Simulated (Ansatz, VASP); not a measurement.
# TiO2 in VASP and in Ansatz

```
CELL_PARAMETERS angstrom
-1.91142 1.91142 4.75700
1.91142 -1.91142 4.75700
1.91142 1.91142 -4.75700
ATOMIC_POSITIONS crystal
Ti 0.00000 0.00000 0.00000
Ti 0.75000 0.25000 0.50000
O 0.20660 0.20660 0.00000
O 0.95660 0.45660 0.50000
O 0.54340 0.04340 0.50000
O 0.79340 0.79340 0.00000
```

Change from the starting cell: equal xx and yy strain of +1 %, PAW files.

Alike in both runs: task electric field gradients; functional PBE; k mesh 13 × 13 × 13; occupations fermi-dirac, width 0.08 eV; no spin polarisation.

|  | VASP | Ansatz |
| --- | --- | --- |
| version | VASP 6.6.1 | Ansatz 0.2.0 |
| potentials or method | VASP PAW PBE potentials, release 64 (Ti_sv, O) | PAW with Ansatz's default frozen-core files, scalar-relativistic |
| plane-wave cutoff (eV) | 520 | 420 |
| valence electrons in the cell | 48 | 48 |

```csv
,VASP,Ansatz,Ansatz less VASP
pressure (GPa),2.4,1.7,-0.69
"traceless stress, the component that is largest in VASP (GPa)",4.06,3.91,-0.145
rms of the force components (eV/Å),0.170,0.157,-0.0130
size of Vzz on the site where it differs most (V/Å²),18.9,20.4,+1.56
```

Atom by atom the forces differ by 0.013 eV/Å (rms over components). The functional is the same, so the differences come from potentials, cutoffs and numerics.
